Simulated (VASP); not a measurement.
# Pb (Fm-3m) in VASP: a series of runs

Pb is run at these levels: r2SCAN; tasks: single point.

Everything below comes from runs of VASP 6.6.1. Logs are shortened: lines on timing, memory, paths and dates and some standing lists are left out, and cuts for length are marked.

## Step 1: The cell of the first run

Symmetry: Fm-3m, No. 225, cubic system. Conventional cell: a = 4.950 Å, b = 4.950 Å, c = 4.950 Å, α = 90.00°, β = 90.00°, γ = 90.00°. Pb (site symmetry m-3m) has 12 Pb at 3.50 Å within 4.6 Å.

## Step 2: Single point, r2SCAN

POSCAR reads:

```
Pb
1.0
    0.0000000000      2.4750200000      2.4750200000
    2.4750200000      0.0000000000      2.4750200000
    2.4750200000      2.4750200000      0.0000000000
Pb
1
Direct
    0.0000000000      0.0000000000      0.0000000000
```

INCAR.step1 reads:

```
  PREC = Accurate
  ENCUT = 520
  ISMEAR = 0
  SIGMA = 0.1
  LREAL = F
  LASPH = T
  NELM = 60
  NBANDS = 13
  GGA = PE
  ALGO = Normal
  EDIFF = 1E-4
  LWAVE = T
  LCHARG = F
```

INCAR.step2 reads:

```
  PREC = Accurate
  ENCUT = 520
  EDIFF = 1E-6
  ISMEAR = 0
  SIGMA = 0.1
  LREAL = F
  LASPH = T
  NELM = 60
  ALGO = Normal
  ISIF = 2
  LWAVE = F
  LCHARG = F
  METAGGA = R2SCAN
  LMIXTAU = T
  NBANDS = 13
  ISTART = 1
```

KPOINTS reads:

```
regular mesh
0
Gamma
  6 6 6
```

Potentials or basis: VASP PAW PBE potentials, release 64 (Pb_d).

Run with:

```sh
$ cat potpaw_PBE.64/Pb_d/POTCAR > POTCAR
$ cp INCAR.step1 INCAR
$ mpirun -np 1 vasp_std > vasp.out
$ cp INCAR.step2 INCAR
$ mpirun -np 1 vasp_std > vasp.out
```

OUTCAR:

```text
PREC = Accurate
   ENCUT = 520
   EDIFF = 1E-6
   ISMEAR = 0
   LREAL = F
   LASPH = T
   NELM = 60
   ISIF = 2
   METAGGA = R2SCAN
   ISTART = 1

 ion  position               nearest neighbor table
   1  0.000  0.000  0.000-

  LATTYP: Found a face centered cubic cell.
 ALAT       =     4.9500400000

  Lattice vectors:

 A1 = (   0.0000000000,   2.4750200000,   2.4750200000)
 A2 = (   2.4750200000,   0.0000000000,   2.4750200000)
 A3 = (   2.4750200000,   2.4750200000,   0.0000000000)

Analysis of symmetry for initial positions (statically):
=====================================================================
 Subroutine PRICEL returns:
 Original cell was already a primitive cell.

 Routine SETGRP: Setting up the symmetry group for a
 face centered cubic supercell.

 Subroutine GETGRP returns: Found 48 space group operations
 (whereof 48 operations were pure point group operations)
 out of a pool of 48 trial point group operations.

The static configuration has the point symmetry O_h .

Analysis of symmetry for dynamics (positions and initial velocities):
=====================================================================
 Subroutine PRICEL returns:
 Original cell was already a primitive cell.

 Routine SETGRP: Setting up the symmetry group for a
 face centered cubic supercell.

 Subroutine GETGRP returns: Found 48 space group operations
 (whereof 48 operations were pure point group operations)
 out of a pool of 48 trial point group operations.

The dynamic configuration has the point symmetry O_h .

 Subroutine INISYM returns: Found 48 space group operations
 (whereof 48 operations are pure point group operations),
 and found     1 'primitive' translations

----------------------------------------------------------------------------------------

                                     Primitive cell

  volume of cell :      30.3226

  direct lattice vectors                    reciprocal lattice vectors
     0.000000000  2.475020000  2.475020000    -0.202018570  0.202018570  0.202018570
     2.475020000  0.000000000  2.475020000     0.202018570 -0.202018570  0.202018570
     2.475020000  2.475020000  0.000000000     0.202018570  0.202018570 -0.202018570

  length of vectors
     3.500206851  3.500206851  3.500206851     0.349906427  0.349906427  0.349906427

  position of ions in fractional coordinates (direct lattice)
     0.000000000  0.000000000  0.000000000

  ion indices of the primitive-cell ions
   primitive index   ion index
                 1           1

----------------------------------------------------------------------------------------

 KPOINTS: regular mesh

Automatic generation of k-mesh.
 Grid dimensions read from file:
 generate k-points for:    6    6    6

 Generating k-lattice:

  Cartesian coordinates                     Fractional coordinates (reciprocal lattice)
    -0.033669762  0.033669762  0.033669762     0.166666667  0.000000000  0.000000000
     0.033669762 -0.033669762  0.033669762     0.000000000  0.166666667  0.000000000
     0.033669762  0.033669762 -0.033669762     0.000000000  0.000000000  0.166666667

  Length of vectors
     0.058317738  0.058317738  0.058317738

  Shift w.r.t. Gamma in fractional coordinates (k-lattice)
     0.000000000  0.000000000  0.000000000

 Subroutine IBZKPT returns following result:
 ===========================================

 Found     16 irreducible k-points:

 Following reciprocal coordinates:
            Coordinates               Weight
  0.000000  0.000000  0.000000      1.000000
  0.166667  0.000000  0.000000      8.000000
  0.333333  0.000000  0.000000      8.000000
  0.500000  0.000000  0.000000      4.000000
  0.166667  0.166667  0.000000      6.000000
  0.333333  0.166667  0.000000     24.000000
[... 8 lines left out ...]
 -0.333333  0.333333  0.166667     24.000000
 -0.333333  0.500000  0.166667     12.000000
   k-points           NKPTS =     16   k-points in BZ     NKDIM =     16   number of bands    NBANDS=     13
   number of dos      NEDOS =    301   number of ions     NIONS =      1
   total plane-waves  NPLWV =  21952
   dimension x,y,z NGX =    28 NGY =   28 NGZ =   28
   dimension x,y,z NGXF=    56 NGYF=   56 NGZF=   56
   ions per type =               1
   NGX,Y,Z   is equivalent  to a cutoff of  13.30, 13.30, 13.30 a.u.
   NGXF,Y,Z  is equivalent  to a cutoff of  26.60, 26.60, 26.60 a.u.
 SYSTEM =  unknown system
   PREC   = accura    normal or accurate (medium, high low for compatibility)
   ISTART =      1    job   : 0-new  1-cont  2-samecut
   ICHARG =      0    charge: 1-file 2-atom 10-const
   ISPIN  =      1    spin polarized calculation?
   LNONCOLLINEAR =      F non collinear calculations
   LSORBIT =      F    spin-orbit coupling
   LASPH  =      T    aspherical Exc in radial PAW
   ENCUT  =  520.0 eV  38.22 Ry    6.18 a.u.   6.51  6.51  6.51*2*pi/ulx,y,z
   NELM   =     60;   NELMIN=  2; NELMDL=  0     # of ELM steps
   EDIFF  = 0.1E-05   stopping-criterion for ELM
   LREAL  =      F    real-space projection
   EDIFFG = 0.1E-04   stopping-criterion for IOM
   NSW    =      0    number of steps for IOM
   IBRION =     -1    ionic relax: 0-MD 1-quasi-New 2-CG
   NFREE  =      0    steps in history (QN), initial steepest desc. (CG)
   ISIF   =      2    stress and relaxation
   ISYM   =      2    0-nonsym 1-usesym 2-fastsym
   POTIM  = 0.5000    time-step for ionic-motion
   TEBEG  =    0.0;   TEEND  =   0.0 temperature during run
   PSTRESS=    0.0 pullay stress
   NELECT =      14.0000    total number of electrons
   NUPDOWN=      -1.0000    fix difference up-down
   EMIN   =  10.00;   EMAX   =-10.00  energy-range for DOS
   EFERMI =   0.00;   METHOD = LEGACY
   ISMEAR =     0;   SIGMA  =   0.10  broadening in eV -4-tet -1-fermi 0-gaus
   EFERMI_NEDOS =   21; number of points for ismear=-14 and -15
   IALGO  =     38    algorithm
   IMIX   =      4    mixing-type and parameters
     AMIX     =   0.40;   BMIX     =  1.00
     AMIX_MAG =   1.60;   BMIX_MAG =  1.00
  volume/ion in A,a.u.               =      30.32       204.63
  Fermi-wavevector in a.u.,A,eV,Ry     =   1.265306  2.391081 21.782907  1.600999
  Thomas-Fermi vector in A             =   2.398566
   LORBIT       =      0    0 simple, 1 ext, 2 COOP (PROOUT), +10 PAW based schemes
   METAGGA = R2SCAN    functional components
   LHFCALC =     F    Hartree Fock is set to
   AEXX    =    0.0000 exact exchange contribution
   IVDW    =     0    specifies the selected vdW correction
   LEPSILON=     F    determine dielectric tensor
   LRPA    =     F    only Hartree local field effects (RPA)
 non-spin polarized calculation
 Gauss-broadening in eV      SIGMA  =   0.10
  energy-cutoff  :      520.00
  volume of cell :       30.32
 maximum number of plane-waves:       869
 NGX is ok and might be reduce to    28
   NGX = 13   NGY = 13   NGZ = 13

 number of electron      13.9999999 magnetization

 Free energy of the ion-electron system (eV)
  ---------------------------------------------------
  ext. energy  EPLUGINS =         0.00000000
  ---------------------------------------------------
  free energy    TOTEN  =       -56.18035530 eV

  energy without entropy =      -56.17684629  energy(sigma->0) =      -56.17860080

 E-fermi :   7.4049     XC(G=0): -10.9130

 val. band max:        7.2136765058   @ k =   0.3333   0.3333   0.0000
 cond. band min:       7.4848722993   @ k =   0.3333   0.1667   0.0000
 fundamental gap:      0.2711957935
 Fermi energy:         7.4049499424

 k-point     1 :       0.0000    0.0000    0.0000
  band No.  band energies     occupation
      1     -10.4746      2.00000
      2     -10.4746      2.00000
      3     -10.4746      2.00000
      4     -10.3306      2.00000
      5     -10.3306      2.00000
      6      -5.0627      2.00000
      7      14.9745      0.00000
      8      14.9745      0.00000
      9      14.9745      0.00000
     10      17.6103      0.00000
     11      19.5405      0.00000
     12      20.3356      0.00000
     13      20.3356      0.00000

 k-point     2 :       0.1667    0.0000    0.0000
  band No.  band energies     occupation
      1     -10.4777      2.00000
      2     -10.4434      2.00000
      3     -10.4434      2.00000
      4     -10.3238      2.00000
      5     -10.3238      2.00000
      6      -4.5002      2.00000
      7      10.7363      0.00000
      8      14.3741      0.00000
      9      14.3741      0.00000
     10      16.9867      0.00000
     11      20.6866      0.00000
     12      21.0739      0.00000
     13      21.0739      0.00000

 k-point     3 :       0.3333    0.0000    0.0000
  band No.  band energies     occupation
      1     -10.4954      2.00000
      2     -10.4488      2.00000
      3     -10.4488      2.00000
      4     -10.2402      2.00000
      5     -10.2402      2.00000
      6      -2.8629      2.00000
      7       5.6681      2.00000
      8      13.4380      0.00000
      9      13.4380      0.00000
     10      16.7690      0.00000
     11      18.5095      0.00000
     12      19.5882      0.00000
     13      19.5882      0.00000
[... 177 lines left out ...]
 k-point    15 :      -0.3333    0.3333    0.1667
  band No.  band energies     occupation
      1     -10.4810      2.00000
      2     -10.4372      2.00000
      3     -10.3386      2.00000
      4     -10.2989      2.00000
      5     -10.1799      2.00000
      6      -0.2060      2.00000
      7       4.5040      2.00000
      8       7.2129      1.99339
      9       9.4025      0.00000
     10      17.2308      0.00000
     11      19.2132      0.00000
     12      22.2690      0.00000
     13      22.2703      0.00000

 k-point    16 :      -0.3333    0.5000    0.1667
  band No.  band energies     occupation
      1     -10.5348      2.00000
      2     -10.4928      2.00000
      3     -10.2816      2.00000
      4     -10.2533      2.00000
      5     -10.1438      2.00000
      6       0.3421      2.00000
      7       4.6800      2.00000
      8       7.1317      1.99989
      9       7.9421      0.00000
     10      16.6468      0.00000
     11      17.4407      0.00000
     12      22.8755      0.00000
     13      23.3103      0.00000

------------------------ aborting loop because EDIFF is reached ----------------------------------------

  FORCE on cell =-STRESS in cart. coord.  units (eV):
  Direction    XX          YY          ZZ          XY          YZ          ZX
  --------------------------------------------------------------------------------------
  -------------------------------------------------------------------------------------
  Total        0.4026002      0.4026002      0.4026002     -0.0000000     -0.0000000      0.0000000
  in kB       21.2724968     21.2724968     21.2724968     -0.0000000     -0.0000000      0.0000000
  external PRESSURE =      21.2724968 kB  Pullay stress =       0.0000000 kB

 VOLUME and BASIS-vectors are now :
 -----------------------------------------------------------------------------
  energy-cutoff  :      520.00
  volume of cell :       30.32
      direct lattice vectors                 reciprocal lattice vectors
     0.000000000  2.475020000  2.475020000    -0.202018570  0.202018570  0.202018570
     2.475020000  0.000000000  2.475020000     0.202018570 -0.202018570  0.202018570
     2.475020000  2.475020000  0.000000000     0.202018570  0.202018570 -0.202018570

 POSITION                                       TOTAL-FORCE (eV/Angst)
 -----------------------------------------------------------------------------------
      0.00000      0.00000      0.00000         0.000000     -0.000000      0.000000
 -----------------------------------------------------------------------------------
    total drift:                               -0.000000     -0.000000     -0.000000

  FREE ENERGIE OF THE ION-ELECTRON SYSTEM (eV)
  ---------------------------------------------------
  free  energy   TOTEN  =       -56.1803553012 eV

  energy  without entropy=      -56.1768462895  energy(sigma->0) =      -56.17860080
```

It took 32 s on 1 thread of Intel Xeon Platinum 8259CL at 2.50GHz (Skylake/Cascade Lake), shared host; peak memory 0.16 GiB.

What came out:

```
Free energy            : -56.1804 eV
Pressure               : 2.1 GPa
Band gap on the k mesh : zero (band 7 reaches 14.97 eV, above the bottom of band 8 at 5.58 eV)
```

Caveat: the k points lie up to 0.37 Å⁻¹ apart; the PAW data sets were made with another functional, which shifts forces and pressure a little; spin-orbit coupling is left out, which moves the levels of the heavy elements.

[end of part 1 of 2]
